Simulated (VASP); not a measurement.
Crystal: Be.

```
Be
1.0
     2.28530    0.00000    0.00000
    -1.14265    1.97913    0.00000
     0.00000    0.00000    3.58420
Be
2
Direct
  0.33333 0.66667 0.25000
  0.66667 0.33333 0.75000
```

| Property | Result |
| --- | --- |
| Program | VASP 6.6.1 |
| Task | relaxation of cell and atoms |
| Functional | PBEsol |
| Potentials or basis | VASP PAW PBE potentials, release 64 (Be) |
| Cutoff | 600 eV |
| k mesh | 9 × 9 × 5 |
| Occupations | gaussian, width 0.05 eV |
| Spin | no spin polarisation |

At the start: pressure -3.6 GPa; volume 8.11 Å³/atom.

**Question.** Where does the relaxation end?

**Answer.** Over 3 steps the energy falls by 3.2 meV/atom and the volume is 7.87 Å³/atom (-2.9 %); space group P6_3/mmc (No. 194, to 0.05 Å).

The path:
| step | energy change (eV) | largest force (eV/Å) | pressure (GPa) | volume (Å³) |
| --- | --- | --- | --- | --- |
| 1 | 0.0000 | 0.0000 | -3.65 | 16.21 |
| 2 | -0.0063 | 0.0000 | -0.41 | 15.78 |
| 3 | -0.0064 | 0.0000 | -0.10 | 15.74 |

Final structure:
```cif
data_structure
_symmetry_space_group_name_H-M 'P 1'
_symmetry_Int_Tables_number 1
_cell_length_a 2.2695
_cell_length_b 2.2695
_cell_length_c 3.5294
_cell_angle_alpha 90.000
_cell_angle_beta 90.000
_cell_angle_gamma 120.000
_cell_volume 15.74
loop_
_atom_site_label
_atom_site_type_symbol
_atom_site_fract_x
_atom_site_fract_y
_atom_site_fract_z
_atom_site_occupancy
Be1 Be 0.33333 0.66667 0.25000 1
Be2 Be 0.66667 0.33333 0.75000 1
```

Caveat: the PAW data sets were made with another functional, which shifts forces and pressure a little.
